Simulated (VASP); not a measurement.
Crystal: Os2C3.

```
CELL_PARAMETERS angstrom
3.29585 0.00000 0.00000
-1.64793 2.85429 0.00000
0.00000 0.00000 5.12781
ATOMIC_POSITIONS crystal
Os 0.33333 0.66667 0.24500
Os 0.66667 0.33333 0.75500
C 0.00000 0.00000 0.00000
C 0.33333 0.66667 0.64500
C 0.66667 0.33333 0.35500
```

- Program: VASP 6.6.1
- Task: relaxation of cell and atoms
- Functional: r2SCAN
- Potentials or basis: VASP PAW PBE potentials, release 64 (Os, C)
- Cutoff: 600 eV
- k mesh: 6 × 6 × 4
- Occupations: gaussian, width 0.1 eV
- Spin: no spin polarisation

At the start: pressure 22.5 GPa; volume 9.65 Å³/atom.

Task: Where does the relaxation end?

Result: Over 11 steps the energy falls by 96.6 meV/atom and the volume is 10.49 Å³/atom (+8.7 %); space group P-3m1 (No. 164, to 0.1 Å) before and after.

Step by step:
```tsv
step	energy change (eV)	largest force (eV/Å)	pressure (GPa)	volume (Å³)
1	0.0000	1.3587	22.53	48.24
2	0.2859	1.0933	-29.24	58.34
3	-0.3134	1.0453	-4.43	52.14
4	-0.3139	1.0486	-3.57	51.99
5	-0.4375	0.5175	2.13	51.88
6	-0.4378	0.6181	2.52	51.87
7	-0.4765	0.0761	-1.80	52.87
8	-0.4824	0.0825	-0.82	52.61
9	-0.4826	0.0421	1.07	52.27
10	-0.4831	0.0603	0.19	52.43
11	-0.4832	0.0367	-0.14	52.44
```

Final structure:
```
Os C
1.0
     3.30085    0.00000    0.00000
    -1.65042    2.85862    0.00000
     0.00000    0.00000    5.55751
Os C
2 3
Direct
  0.33333 0.66667 0.26110
  0.66667 0.33333 0.73890
  0.00000 0.00000 0.00000
  0.33333 0.66667 0.63453
  0.66667 0.33333 0.36547
```

Caveat: the k points lie up to 0.37 Å⁻¹ apart in the final cell, too coarse for converged energies and pressures of a metal; the PAW data sets were made with another functional, which shifts forces and pressure a little.
